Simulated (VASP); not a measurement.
Runs of VASP 6.6.1 on CaMg. The structure is that of space group Pmmm (No. 47), or close to it. The cells are those of the table. 

```csv
cell,further INCAR settings,gap on the mesh (eV),pressure (GPa)
"a = 3.371, b = 4.561, c = 3.966 Å, 2 atoms",ALGO = Fast; EDIFF = 1e-06; NBANDS = 13,none,(a)
"a = 4.412, b = 3.520, c = 3.966 Å, 2 atoms",ALGO = Fast; EDIFF = 1e-06; NBANDS = 13,none,-1.8
"a = 3.669, b = 4.264, c = 3.966 Å, 2 atoms",ALGO = Fast; EDIFF = 1e-07; NBANDS = 13,none,-2.0
"a = 4.486, b = 3.446, c = 3.966 Å, 2 atoms",ALGO = Fast; EDIFF = 1e-06; NBANDS = 13,none,-1.7
"a = 4.338, b = 3.595, c = 3.966 Å, 2 atoms",ALGO = Fast; EDIFF = 1e-06; NBANDS = 13,none,(b)
```

Alike in all rows: task single point; level LDA; potentials or basis VASP PAW LDA potentials, release 64 (Ca_sv, Mg); no spin polarisation; k mesh 12 × 12 × 12; cutoff (eV) 520; smearing gaussian 0.15 eV.

Problem. Estimate the missing entries.

Solution. (a) -1.5; (b) -1.9.

A gap of «none» marks levels without a gap at the run's occupations.
